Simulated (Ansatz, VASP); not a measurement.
**One calculation of SnS, two programs**

Contents of INCAR:

```
SYSTEM = SnS
ALGO = Normal
EDIFF = 1E-7
EDIFFG = -0.01
ENCUT = 500
GGA = PE
GGA_COMPAT = .FALSE.
IBRION = 2
ISIF = 3
ISMEAR = -1
KPAR = 4
LASPH = .TRUE.
LCHARG = .FALSE.
LREAL = .FALSE.
LWAVE = .FALSE.
NELM = 120
NELMIN = 4
NSW = 80
PREC = Accurate
SIGMA = 0.02
```

The input KPOINTS:

```
k-points
0
G
  4 8 6
  0 0 0
```

POSCAR

```
SnS
1.0
   11.2000000000      0.0000000000      0.0000000000
    0.0000000000      3.9870000000      0.0000000000
    0.0000000000      0.0000000000      4.3340000000
Sn S
4 4
Direct
    0.1194000000      0.2500000000      0.1198000000
    0.3806000000      0.7500000000      0.6198000000
    0.6194000000      0.2500000000      0.3802000000
    0.8806000000      0.7500000000      0.8802000000
    0.8508000000      0.2500000000      0.4793000000
    0.6492000000      0.7500000000      0.9793000000
    0.3508000000      0.2500000000      0.0207000000
    0.1492000000      0.7500000000      0.5207000000
```

Input for Ansatz:

```yaml
crystal:
  lattice:
    - [11.2, 0.0, 0.0]
    - [0.0, 3.987, 0.0]
    - [0.0, 0.0, 4.334]
  atoms:
    - { symbol: Sn, position: [0.1194, 0.25, 0.1198] }
    - { symbol: Sn, position: [0.3806, 0.75, 0.6198] }
    - { symbol: Sn, position: [0.6194, 0.25, 0.3802] }
    - { symbol: Sn, position: [0.8806, 0.75, 0.8802] }
    - { symbol: S, position: [0.8508, 0.25, 0.4793] }
    - { symbol: S, position: [0.6492, 0.75, 0.9793] }
    - { symbol: S, position: [0.3508, 0.25, 0.0207] }
    - { symbol: S, position: [0.1492, 0.75, 0.5207] }
  symmetry: { tolerance: 0.0003 }
hamiltonian:
  xc: pbe
  pseudopotentials: { kind: paw, azcp: { folder: soft_1 } }
basis:
  ecutwfc: 420
magnetization:
  spin_polarized: false
scf:
  occupations: { method: fermi_dirac, width: 0.02 }
kpoints:
  mp_grid: { grid: [4, 8, 6], shift: [0, 0, 0] }
output:
  forces: true
  stress: true
  eigenvalues: true
relax:
  max_steps: 60
  cell: {}
```

Alike in both runs: task relaxation of cell and atoms; functional PBE; k mesh 4 × 8 × 6; occupations fermi-dirac, width 0.02 eV; no spin polarisation.

|  | VASP | Ansatz |
| --- | --- | --- |
| version | VASP 6.6.1 | Ansatz 0.2.0 |
| potentials or method | VASP PAW PBE potentials, release 64 (Sn_d, S), cutoff 500 eV | PAW plane waves |
| valence electrons in the cell | 80 | 80 |

|  | VASP | Ansatz | Ansatz less VASP |
| --- | --- | --- | --- |
| gap on the k mesh at the Fermi level, each at its own relaxed structure (eV) | 1.03 | 1.04 | +0.012 |
| relaxed volume (Å³/atom) | 25.56 | 25.64 | +0.080 |
| relaxed length of the cell vector where the two differ most in proportion (Å) | 4.434 | 4.456 | +0.0224 |
